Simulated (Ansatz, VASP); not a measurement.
**TiTe: VASP beside Ansatz**

```
CELL_PARAMETERS angstrom
3.63109 0.00000 0.00000
0.00000 3.63109 0.00000
0.00000 0.00000 3.63109
ATOMIC_POSITIONS crystal
Ti 0.00000 0.00000 0.00000
Te 0.50000 0.50000 0.50000
```

Alike in both runs: task single point; functional LDA; k mesh 5 × 5 × 5; occupations gaussian, width 0.05 eV; no spin polarisation; Hubbard terms Ti d U = 3.0 eV.

|  | VASP | Ansatz |
| --- | --- | --- |
| version | VASP 6.6.1 | Ansatz 0.2.0 |
| potentials or method | VASP PAW LDA potentials, release 64 (Ti_sv, Te), cutoff 500 eV | scalar-relativistic, plane waves, PAW |
| valence electrons in the cell | 18 | 28 |

VASP gave:

```
gap on the k mesh at the Fermi level (eV) : none
pressure (GPa)                            : -14.1
```

Problem. Estimate Ansatz's values.

Solution. gap on the k mesh at the Fermi level (eV): none; pressure (GPa): -13.1.

LDA's correlation is that of Perdew and Zunger in VASP and of Perdew and Wang (1992) in Ansatz. The programs project onto different local orbitals, so the same U acts differently, and such runs can settle in different states. A gap of «none» marks a metal or a gap that the smearing closes. VASP's potentials hold 18 valence electrons a cell and Ansatz's 28, so a difference there can come from the potentials and not from the codes. Ansatz's warnings: filled band counts differ across k points.

Neither program's run includes spin-orbit coupling.
